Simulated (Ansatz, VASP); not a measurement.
This is a calculation of Sb for VASP 6.6.1.

The input INCAR:

```
ALGO = Normal ; EDIFF = 1E-6
ENCUT = 520 ; GGA = PE
ISIF = 2 ; ISMEAR = 0
LASPH = T ; LCHARG = T
LELF = T ; LREAL = F
LVHAR = T ; LWAVE = F
NBANDS = 12 ; NELM = 80
PREC = Accurate ; SIGMA = 0.020999999999999998
```

Contents of KPOINTS:

```
k-points
0
Gamma
  8 8 8
```

Contents of POSCAR:

```
Sb
1.0
    2.1542000000      1.2437279499      3.7580000000
   -2.1542000000      1.2437279499      3.7580000000
    0.0000000000     -2.4874558998      3.7580000000
Sb
2
Direct
    0.7665100000      0.7665100000      0.7665100000
    0.2334900000      0.2334900000      0.2334900000
```

Potentials or basis: VASP PAW PBE potentials, release 64 (Sb).

Command:

```bash
$ cat potpaw_PBE.64/Sb/POTCAR > POTCAR
$ mpirun -np 1 vasp_std > vasp.out
```

Set up the same calculation for Ansatz 0.2.0. Potentials there: all-electron LAPW, scalar-relativistic.

As run (the cutoff follows the program's own potentials):

Contents of input.yaml:

```yaml
crystal:
  lattice:
    - [2.1542, 1.2437279499, 3.758]
    - [-2.1542, 1.2437279499, 3.758]
    - [0.0, -2.4874558998, 3.758]
  atoms:
    - { symbol: Sb, position: [0.76651, 0.76651, 0.76651] }
    - { symbol: Sb, position: [0.23349, 0.23349, 0.23349] }
kpoints:
  mp_grid: { grid: [8, 8, 8] }
scf:
  occupations: { method: gaussian, width: 0.021 }
hamiltonian:
  xc: pbe
  pseudopotentials: { kind: all_electron, lapw: { basis_error: 0.001 } }
output:
  forces: true
  stress: true
  eigenvalues: true
```

Potentials or basis: all-electron LAPW, scalar-relativistic.

The run is started by

```console
$ ansatz run input.yaml --threads 1 --pin off --max-ram 3072MiB --backend cpu --events-out ev --progress --plain --runs-dir out
```

Both were run:

|  | VASP | Ansatz | Ansatz less VASP |
| --- | --- | --- | --- |
| gap on the k mesh at the Fermi level (eV) | none | none | - |
| pressure (GPa) | 2.8 | 2.7 | -0.07 |
| traceless stress, the component that is largest in VASP (GPa) | -0.50 | -0.47 | +0.025 |
| rms of the force components (eV/Å) | 0.107 | 0.082 | -0.0251 |

Atom by atom the forces differ by 0.025 eV/Å (rms over components). A gap of «none» marks a metal or a gap that the smearing closes. Ansatz ran all-electron here, and VASP with PAW potentials.

Neither program's run includes spin-orbit coupling.
